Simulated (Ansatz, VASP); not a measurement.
## Rh: VASP beside Ansatz

```
CELL_PARAMETERS angstrom
2.51386 0.00000 0.00000
0.00000 2.51386 0.00000
0.00000 0.00000 2.51386
ATOMIC_POSITIONS crystal
Rh 0.00000 0.00000 0.00000
```

Alike in both runs: functional r2SCAN; k mesh 13 × 13 × 13; occupations fermi-dirac, width 0.1 eV; no spin polarisation.

Ansatz relaxed the structure, and its values are those at the end. VASP's run is a single point on that final structure, the one shown.

|  | VASP | Ansatz |
| --- | --- | --- |
| version | VASP 6.6.1 | Ansatz 0.2.0 |
| potentials or method | VASP PAW PBE potentials, release 64 (Rh_pv), cutoff 550 eV | plane waves (500 eV) with PAW, scalar-relativistic |
| valence electrons in the cell | 15 | 17 |

|  | VASP | Ansatz | Ansatz less VASP |
| --- | --- | --- | --- |
| pressure (GPa) | 0.9 | 0.0 | -0.91 |

VASP's potentials were made for PBE, not for r2SCAN. VASP's potentials hold 15 valence electrons a cell and Ansatz's 17, so a difference there can come from the potentials and not from the codes.
